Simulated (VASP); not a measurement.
Crystal: NbAl3Pb.

```
CELL_PARAMETERS angstrom
2.99381 -3.02995 0.00000
2.99381 3.02995 0.00000
0.00000 0.00000 4.26542
ATOMIC_POSITIONS crystal
Al 0.00000 0.00000 0.00000
Al 0.00000 0.50000 0.50000
Al 0.50000 0.00000 0.50000
Nb 0.00000 0.00000 0.50000
Pb 0.50000 0.50000 0.00000
```

| Property | Result |
| --- | --- |
| Program | VASP 6.6.1 |
| Task | relaxation of cell and atoms |
| Functional | PBE |
| Potentials or basis | VASP PAW PBE potentials, release 64 (Al, Nb_sv, Pb_d) |
| Cutoff | 600 eV |
| k mesh | 4 × 4 × 4 |
| Occupations | gaussian, width 0.1 eV |
| Spin | no spin polarisation |

At the start: pressure 67.8 GPa; volume 15.48 Å³/atom.

Question: Where does the relaxation end?

Answer: Over 5 steps the energy falls by 1488.9 meV/atom and the volume is 26.09 Å³/atom (+68.6 %); space group Cmmm (No. 65, to 0.05 Å).

Step by step:
| step | energy change (eV) | largest force (eV/Å) | pressure (GPa) | volume (Å³) |
| --- | --- | --- | --- | --- |
| 1 | 0.0000 | 0.0000 | 67.81 | 77.38 |
| 2 | -5.8845 | 0.0000 | -8.43 | 176.37 |
| 3 | -7.4418 | 0.0000 | 0.63 | 129.04 |
| 4 | -7.4441 | 0.0000 | -0.28 | 131.25 |
| 5 | -7.4447 | 0.0000 | 0.04 | 130.45 |

Final structure:
```
Al Nb Pb
1.0
     3.56312   -3.60946    0.00000
     3.56312    3.60946    0.00000
     0.00000    0.00000    5.07162
Al Nb Pb
3 1 1
Direct
  0.00000 0.00000 0.00000
  0.00000 0.50000 0.50000
  0.50000 0.00000 0.50000
  0.00000 0.00000 0.50000
  0.50000 0.50000 0.00000
```

Caveat: the k points lie up to 0.31 Å⁻¹ apart in the final cell; the volume moved by over 15 % at a fixed basis, so the end points are rough.
